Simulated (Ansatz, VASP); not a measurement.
## InReS4 in VASP and in Ansatz

```
In Re S
1.0
     0.00000    3.76565    3.76565
     3.76565    0.00000    3.76565
     3.76565    3.76565    0.00000
In Re S
1 1 4
Cartesian
  5.6485 5.6485 5.6485
  3.7656 3.7656 3.7656
  0.9684 2.7973 2.7973
  2.7973 0.9684 2.7973
  0.9684 0.9684 0.9684
  2.7973 2.7973 0.9684
```

Change from the starting cell: species swapped into the TbHoFe4 type (F-43m, No. 216).

Alike in both runs: functional PBE; k mesh 8 × 8 × 8; occupations gaussian, width 0.1 eV; collinear spin.

Ansatz relaxed the structure, and its values are those at the end. VASP's run is a single point on that final structure, the one shown.

|  | VASP | Ansatz |
| --- | --- | --- |
| version | VASP 6.6.1 | Ansatz 0.2.0 |
| potentials or method | VASP PAW PBE potentials, release 64 (In_d, Re, S), cutoff 520 eV | scalar-relativistic, plane waves, PAW |
| valence electrons in the cell | 44 | 52 |

```tsv
	VASP	Ansatz	Ansatz less VASP
gap on the k mesh at the Fermi level (eV)	none	none	-
pressure (GPa)	-0.1	0.0	+0.15
rms of the force components (eV/Å)	0.010	0.005	-0.0051
net moment per atom (μB)	0.47	0.48	+0.004
size of the moment on the site where the two differ most (μB)	2.46	2.41	-0.050
```

Site moments also hang on the region over which each program counts them. A gap of «none» marks a metal or a gap that the smearing closes. The functional is the same, so the differences come from potentials, cutoffs and numerics. VASP's potentials hold 44 valence electrons a cell and Ansatz's 52, so a difference there can come from the potentials and not from the codes.

Spin-orbit coupling is off throughout.
